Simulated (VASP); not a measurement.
Sn4Se3: single point with PBE

Sn4Se3:

```
Sn Se
1.0
     4.23107    2.44281    3.45605
    -4.23107    2.44281    3.45605
     0.00000   -4.88562    3.45605
Sn Se
4 3
Direct
  0.00000 0.00000 0.50000
  0.50000 0.00000 0.00000
  0.00000 0.50000 0.00000
  0.50000 0.50000 0.50000
  0.50000 0.50000 0.00000
  0.00000 0.50000 0.50000
  0.50000 0.00000 0.50000
```

The cell was generated, and may not be a known phase.

```
Program                : VASP 6.6.1
Task                   : single point
Functional             : PBE
Potentials or basis    : VASP PAW PBE potentials, release 64 (Sn_d, Se)
Cutoff                 : 520 eV
k mesh                 : 6 × 6 × 6
Occupations            : gaussian, width 0.1 eV
Spin                   : no spin polarisation
Dipole correction      : no
Further INCAR settings : ALGO = Normal; EDIFF = 1e-06; NBANDS = 46
```

```json
{
  "Pressure": "-0.1 GPa",
  "Band gap on the k mesh": "zero (bands 37 and 38 overlap by 1.36 eV)"
}
```

Levels at points of the mesh, in eV from the Fermi level:
| k point | band 34 | band 35 | band 36 | band 37 | band 38 | band 39 | band 40 | band 41 |
| --- | --- | --- | --- | --- | --- | --- | --- | --- |
| (0.00, 0.00, 0.00) | -3.16 | -3.16 | -3.16 | 0.98 | 0.98 | 0.98 | 3.04 | 3.04 |
| (0.50, 0.00, 0.00) | -1.88 | -1.67 | -1.02 | 0.33 | 0.33 | 0.33 | 1.20 | 1.29 |
| (0.50, 0.50, 0.00) | -1.47 | -1.35 | -0.81 | -0.41 | -0.38 | 0.37 | 0.38 | 1.18 |
| (0.50, 0.50, 0.50) | -0.37 | -0.37 | -0.37 | -0.14 | -0.14 | -0.14 | 0.36 | 0.98 |

Run time: 2.5 min on 1 thread of AMD EPYC 9R45 96-Core Processor (Zen 5) (shared host), peak memory 0.45 GiB.

Caveat: spin-orbit coupling is left out, which moves the levels of the heavy elements.
